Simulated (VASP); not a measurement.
A run of VASP 6.6.1 is set up as follows.

The input POSCAR:

```
Sb
1.0
    0.0000000000      2.3467336561      2.3467336561
    2.3467336561      0.0000000000      2.3467336561
    2.3467336561      2.3467336561      0.0000000000
Sb
1
Direct
    0.0000000000      0.0000000000      0.0000000000
```

Contents of INCAR.step1:

```
SYSTEM = Sb
ALGO = Normal
EDIFF = 1E-5
ENCUT = 400
GGA = PE
GGA_COMPAT = .FALSE.
ISIF = 2
ISMEAR = -1
LASPH = .TRUE.
LCHARG = .FALSE.
LREAL = .FALSE.
LWAVE = .TRUE.
NBANDS = 14
NELM = 120
PREC = Accurate
SIGMA = 0.05
```

File INCAR.step2:

```
SYSTEM = Sb
AEXX = 0.25
ALGO = Normal
EDIFF = 1E-6
ENCUT = 400
GGA = PS
GGA_COMPAT = .FALSE.
ISIF = 2
ISMEAR = -1
ISTART = 1
LASPH = .TRUE.
LCHARG = .FALSE.
LHFCALC = .TRUE.
LREAL = .FALSE.
LWAVE = .FALSE.
NBANDS = 14
NELM = 120
PREC = Accurate
PRECFOCK = Normal
SIGMA = 0.05
```

Contents of KPOINTS:

```
k-points
0
G
  5 5 5
  0 0 0
```

Potentials or basis: VASP PAW PBE potentials, release 64 (Sb_d_GW).

Launch:

```console
$ cat potpaw_PBE.64/Sb_d_GW/POTCAR > POTCAR
$ cp INCAR.step1 INCAR
$ mpirun -np 1 vasp_std > vasp.out
$ cp INCAR.step2 INCAR
$ mpirun -np 1 vasp_std > vasp.out
```

(1) Predict the pressure.

(2) Estimate the band gap on the k mesh.

Results:

(1) -0.6 GPa.

(2) zero (an odd number of electrons rules out a gap without spin polarisation).

Caveat: the k points lie up to 0.46 Å⁻¹ apart, too coarse for converged energies and pressures of a metal; the PAW data sets were made with another functional, which shifts forces and pressure a little; spin-orbit coupling is left out, which moves the levels of the heavy elements.
